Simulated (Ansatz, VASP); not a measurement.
## One calculation of W, two programs

```
W
1.0
     2.78909    0.00000    0.00000
    -1.39455    2.41543    0.00000
     0.00000    0.00000    4.95667
W
2
Direct
  0.33333 0.66667 0.25000
  0.66667 0.33333 0.75000
```

Alike in both runs: task single point; functional PBEsol; k mesh 15 × 15 × 7; occupations fermi-dirac, width 0.1 eV; no spin polarisation.

```csv
,VASP,Ansatz
version,VASP 6.6.1,Ansatz 0.2.0
potentials or method,"VASP PAW PBE potentials, release 64 (W_sv), cutoff 520 eV","plane waves (420 eV) with PAW, scalar-relativistic"
valence electrons in the cell,28,28
```

VASP gave:

| Quantity | Value |
| --- | --- |
| pressure (GPa) | -10.4 |
| traceless stress, the component that is largest in VASP (GPa) | 1.02 |

Question: What did Ansatz give for the same quantities?

Answer: Pressure (GPa): -10.9; traceless stress, the component that is largest in VASP (GPa): 1.14.

VASP's potentials were made for PBE, not for PBEsol, and Ansatz warns of the same on its side. The functional is the same, so the differences come from potentials, cutoffs and numerics.

Neither program's run includes spin-orbit coupling.
